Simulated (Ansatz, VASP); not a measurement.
**Two plane-wave programs on AlNi3**

```
CELL_PARAMETERS angstrom
3.52305 0.00000 0.00000
0.00000 3.52305 0.00000
0.00000 0.00000 3.52305
ATOMIC_POSITIONS crystal
Ni 0.50000 0.50000 0.00000
Ni 0.50000 0.00000 0.50000
Ni 0.00000 0.50000 0.50000
Al 0.00000 0.00000 0.00000
```

Alike in both runs: task single point; functional PBE; k mesh 6 × 6 × 6; occupations fermi-dirac, width 0.05 eV; collinear spin; fixed moment 0.8 μB.

```csv
,VASP,Ansatz
version,VASP 6.6.1,Ansatz 0.2.0
potentials or method,"VASP PAW PBE potentials, release 64 (Ni, Al)",Ansatz PAW
plane-wave cutoff (eV),520,420
valence electrons in the cell,33,57
```

Ansatz gave:

```
pressure (GPa)                                                : 7.4
net moment per atom (μB)                                      : 0.20
size of the moment on the site where the two differ most (μB) : 0.29
```

**Question.** Which values does VASP return?

**Answer.** Pressure (GPa): 7.4; net moment per atom (μB): 0.20; size of the moment on the site where the two differ most (μB): 0.28.

Site moments also hang on the region over which each program counts them. With one functional, cell and mesh, what is left measures potentials, basis and numerics. VASP's potentials hold 33 valence electrons a cell and Ansatz's 57, so a difference there can come from the potentials and not from the codes.
